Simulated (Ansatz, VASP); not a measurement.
One calculation of C, two programs

Contents of INCAR:

```
SYSTEM = C
PREC     = Accurate       ! precision mode
ENCUT    = 600            ! plane-wave cutoff, eV
EDIFF    = 1E-6           ! SCF threshold, eV
ISMEAR   = 0              ! smearing method
SIGMA    = 0.15           ! smearing width, eV
LREAL    = .False.        ! projectors in reciprocal space
LASPH    = .True.         ! aspherical terms in the spheres
NELM     = 120            ! most SCF steps
ALGO     = Normal         ! electronic algorithm
ISIF     = 2              ! what is computed and relaxed
LWAVE    = .False.        ! write WAVECAR
LCHARG   = .True.         ! write CHGCAR
GGA      = PS             ! functional
LELF     = .True.         ! ELF
LVHAR    = .True.       
NBANDS   = 16             ! bands
GGA_COMPAT= .False.
```

The input KPOINTS:

```
Automatic mesh
0
Gamma
  18 18 6
  0 0 0
```

POSCAR

```
C
1.0
    1.2294745828     -2.1290849001      0.0000000000
    1.2294745828      2.1290849001      0.0000000000
    0.0000000000      0.0000000000      7.3778161753
C
4
Direct
   -0.0098886987      0.6633992259      0.7498448864
    0.6765320047      0.6699574681      0.2501554438
    1.0098886987      0.3366007741      0.2501551136
    0.3234679953      0.3300425319      0.7498445562
```

Input for Ansatz:

```yaml
crystal:
  lattice:
    - [1.2294745828, -2.1290849001, 0.0]
    - [1.2294745828, 2.1290849001, 0.0]
    - [0.0, 0.0, 7.3778161753]
  atoms:
    - { symbol: C, position: [-0.0098886987, 0.6633992259, 0.7498448864] }
    - { symbol: C, position: [0.6765320047, 0.6699574681, 0.2501554438] }
    - { symbol: C, position: [1.0098886987, 0.3366007741, 0.2501551136] }
    - { symbol: C, position: [0.3234679953, 0.3300425319, 0.7498445562] }
basis:
  ecutwfc: 520.0
kpoints:
  mp_grid: { grid: [18, 18, 6] }
hamiltonian:
  xc: pbesol
  pseudopotentials: { kind: paw, azcp: { folder: soft_1 } }
scf:
  occupations: { method: gaussian, width: 0.15 }
output:
  forces: true
  stress: true
  eigenvalues: true
```

Change from the starting cell: mode 1 frozen in at -0.341 Å and mode 5 at -0.426 Å (largest displacements).

Alike in both runs: task single point; functional PBEsol; k mesh 18 × 18 × 6; occupations gaussian, width 0.15 eV; no spin polarisation.

|  | VASP | Ansatz |
| --- | --- | --- |
| version | VASP 6.6.1 | Ansatz 0.2.0 |
| potentials or method | VASP PAW PBE potentials, release 64 (C), cutoff 600 eV | scalar-relativistic, plane waves, PAW |
| valence electrons in the cell | 16 | 16 |

```csv
,VASP,Ansatz,Ansatz less VASP
gap on the k mesh at the Fermi level (eV),none,none,-
pressure (GPa),0.3,0.0,-0.29
"traceless stress, the component that is largest in VASP (GPa)",-0.41,0.16,+0.570
rms of the force components (eV/Å),0.005,0.005,0.0000
```

VASP's potentials were made for PBE, not for PBEsol, and Ansatz warns of the same on its side. Atom by atom the forces differ by 0.000 eV/Å (rms over components). A gap of «none» marks a metal or a gap that the smearing closes.
